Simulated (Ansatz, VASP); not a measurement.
One calculation of Ti, two programs

POSCAR

```
Ti
1.0
    2.9007969572      0.0000000000      0.0000000000
   -1.4503984786      2.5121638561      0.0000000000
    0.0000000000      0.0000000000      4.5904427232
Ti
2
Direct
    0.3333333333      0.6666666667      0.2500000000
    0.6666666667      0.3333333333      0.7500000000
```

Contents of INCAR.step1:

```
PREC = Accurate ; ENCUT = 520
ISMEAR = 0 ; SIGMA = 0.1
LREAL = F ; LASPH = T
NELM = 60 ; NBANDS = 19
GGA = PE ; ALGO = Normal
EDIFF = 1E-4 ; LWAVE = T
LCHARG = F
```

File INCAR.step2:

```
PREC = Accurate ; ENCUT = 520
EDIFF = 1E-7 ; ISMEAR = 0
SIGMA = 0.1 ; LREAL = F
LASPH = T ; NELM = 60
ALGO = Normal ; ISIF = 2
LWAVE = F ; LCHARG = F
METAGGA = R2SCAN ; LMIXTAU = T
NBANDS = 19 ; ISTART = 1
```

File KPOINTS:

```
Automatic mesh
0
Gamma
  18 18 10
```

Input for Ansatz:

```yaml
crystal:
  lattice:
    - [2.9007969572, 0.0, 0.0]
    - [-1.4503984786, 2.5121638561, 0.0]
    - [0.0, 0.0, 4.5904427232]
  atoms:
    - { symbol: Ti, position: [0.3333333333, 0.6666666667, 0.25] }
    - { symbol: Ti, position: [0.6666666667, 0.3333333333, 0.75] }
basis:
  ecutwfc: 500
kpoints:
  mp_grid: { grid: [18, 18, 10] }
  band_path:
    path:
      - [0.0, 0.0, 0.0]
      - [0.5, 0.0, 0.0]
      - [0.3333333333, 0.3333333333, 0.0]
      - [0.0, 0.0, 0.5]
      - [0.5, 0.0, 0.5]
      - [0.3333333333, 0.3333333333, 0.5]
      - [0.27777778, 0.27777778, 0.4]
    npoints: 1
hamiltonian:
  xc: r2scan
scf:
  occupations: { method: gaussian, width: 0.1 }
  n_extra_bands: 4
output:
  forces: true
  stress: true
  eigenvalues: true
```

Alike in both runs: task single point; functional r2SCAN; k mesh 18 × 18 × 10; occupations gaussian, width 0.1 eV; no spin polarisation.

|  | VASP | Ansatz |
| --- | --- | --- |
| version | VASP 6.6.1 | Ansatz 0.2.0 |
| potentials or method | VASP PAW PBE potentials, release 64 (Ti_sv), cutoff 520 eV | scalar-relativistic, plane waves, PAW |
| valence electrons in the cell | 24 | 24 |

Ansatz gave:

| Item | Value |
| --- | --- |
| gap on the k mesh at the Fermi level (eV) | none |
| pressure (GPa) | 4.2 |
| traceless stress, the component that is largest in VASP (GPa) | -0.22 |

Estimate VASP's values.

gap on the k mesh at the Fermi level (eV): none; pressure (GPa): 4.6; traceless stress, the component that is largest in VASP (GPa): -0.21.

VASP's potentials were made for PBE, not for r2SCAN. A gap of «none» marks a metal or a gap that the smearing closes.
